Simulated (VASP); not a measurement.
## Se: relaxation of cell and atoms with PBE

Crystal: Se.

```
Se
1.0
     4.89560    0.00000    0.00000
    -2.44780    4.23972    0.00000
     0.00000    0.00000    3.03527
Se
3
Direct
  0.00000 0.00000 0.00000
  0.33333 0.66667 0.50000
  0.66667 0.33333 0.50000
```

This isn't the form of Se at room conditions, which is trigonal, of chains.

* Program: VASP 6.6.1
* Task: relaxation of cell and atoms
* Functional: PBE
* Potentials or basis: VASP PAW PBE potentials, release 64 (Se)
* Cutoff: 600 eV
* k mesh: 8 × 8 × 11
* Occupations: fermi-dirac, width 0.08 eV
* Spin: no spin polarisation
* Dipole correction: no
* Further INCAR settings: ALGO = Normal; EDIFF = 1e-06; IBRION = 2; EDIFFG = -0.005; NSW = 60; ISIF = 3

```yaml
Relaxed_volume: 21.03 Å³/atom
Relaxed_cell: a = 5.201 Å, b = 5.201 Å, c = 2.693 Å, α = 90.00°, β = 90.00°, γ = 120.00°
Space_group_after_relaxing_to_0.1_Å: P6/mmm (No. 191)
Energy_gained_by_relaxing: 51.8 meV/atom
Ionic_steps: 23
Pressure_after_relaxing: 0.0 GPa
Band_gap_on_the_k_mesh: zero (bands 9 and 10 overlap by 4.11 eV)
```

Step by step:
| step | energy change (eV) | largest force (eV/Å) | pressure (GPa) | volume (Å³) |
| --- | --- | --- | --- | --- |
| 1 | 0.0000 | 0.0000 | -0.87 | 63.00 |
| 2 | -0.0037 | 0.0000 | 0.23 | 61.97 |
| 3 | -0.0037 | 0.0000 | 0.31 | 61.89 |
| 4 | -0.0089 | 0.0000 | 0.51 | 61.66 |
| 5 | -0.0344 | 0.0000 | 1.28 | 60.91 |
| 6 | -0.0990 | 0.0000 | 3.91 | 59.27 |
| 7 | 0.4818 | 0.0000 | 20.30 | 55.34 |
| 8 | -0.0994 | 0.0000 | 4.16 | 59.15 |
| 9 | -0.0999 | 0.0000 | 4.20 | 59.14 |
| 10 | -0.1011 | 0.0000 | 4.30 | 59.12 |
| 11 | -0.1018 | 0.0000 | 4.53 | 59.08 |
| 12 | -0.1033 | 0.0000 | 4.46 | 59.13 |
| 13 | -0.1075 | 0.0000 | 4.25 | 59.28 |
| 14 | -0.1153 | 0.0000 | 3.84 | 59.59 |
| 15 | -0.1287 | 0.0000 | 3.06 | 60.20 |
| 16 | -0.1469 | 0.0000 | 1.62 | 61.43 |
| 17 | -0.1534 | 0.0000 | -0.84 | 63.94 |
| 18 | -0.1553 | 0.0000 | -0.13 | 63.16 |
| 19 | -0.1553 | 0.0000 | -0.05 | 63.07 |
| 20 | -0.1553 | 0.0000 | -0.04 | 63.07 |
| 21 | -0.1554 | 0.0000 | -0.01 | 63.07 |
| 22 | -0.1555 | 0.0000 | 0.06 | 63.07 |
| 23 | -0.1555 | 0.0000 | 0.03 | 63.10 |

Final structure:
```
Se
1.0
     5.20133    0.00000    0.00000
    -2.60067    4.50449    0.00000
     0.00000    0.00000    2.69337
Se
3
Direct
  0.00000 0.00000 0.00000
  0.33333 0.66667 0.50000
  0.66667 0.33333 0.50000
```

Levels at points of the mesh, in eV from the Fermi level:
| k point | band 6 | band 7 | band 8 | band 9 | band 10 | band 11 | band 12 | band 13 |
| --- | --- | --- | --- | --- | --- | --- | --- | --- |
| (0.00, 0.00, 0.00) | -4.64 | -4.64 | 1.77 | 1.77 | 2.81 | 4.65 | 4.92 | 8.60 |
| (0.50, 0.00, 0.00) | -3.14 | -0.70 | -0.65 | -0.28 | 3.66 | 3.85 | 4.57 | 6.28 |

It took 8.3 min on 1 thread of Intel(R) Xeon(R) Platinum 8259CL CPU @ 2.50GHz (Skylake/Cascade Lake), on a shared host, peak memory 0.23 GiB.
